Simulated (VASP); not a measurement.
## Se: single point with PBEsol

Se:

```
CELL_PARAMETERS angstrom
-1.74786 1.74786 1.74786
1.74786 -1.74786 1.74786
1.74786 1.74786 -1.74786
ATOMIC_POSITIONS crystal
Se 0.00000 0.00000 0.00000
```

This cell differs from its parent crystal: strained.

```json
{
 "Program": "VASP 6.6.1",
 "Task": "single point",
 "Functional": "PBEsol",
 "Potentials or basis": "VASP PAW PBE potentials, release 64 (Se)",
 "Cutoff": "520 eV",
 "k mesh": "18 × 18 × 18",
 "Occupations": "gaussian, width 0.1 eV",
 "Spin": "no spin polarisation"
}
```

* Pressure: -7.0 GPa
* Band gap on the k mesh: zero (bands 3 and 4 overlap by 5.77 eV)

Levels at points of the mesh, in eV from the Fermi level:
| k point | band 1 | band 2 | band 3 | band 4 | band 5 | band 6 |
| --- | --- | --- | --- | --- | --- | --- |
| (0.00, 0.00, 0.00) | -15.75 | 2.69 | 2.69 | 2.69 | 10.32 | 12.23 |
| (0.50, 0.00, 0.00) | -12.62 | -6.31 | -0.04 | 1.94 | 6.74 | 8.30 |
| (0.50, 0.50, 0.50) | -10.50 | -3.08 | -3.08 | -3.08 | 4.17 | 4.17 |

It took 29 s on 1 thread of Intel(R) Xeon(R) Platinum 8259CL CPU @ 2.50GHz (Skylake/Cascade Lake), on a shared host, peak memory 0.16 GiB.

Caveat: the cell differs from its parent crystal (strained); the cell stands under tension; the PAW data sets were made with another functional, which shifts forces and pressure a little.
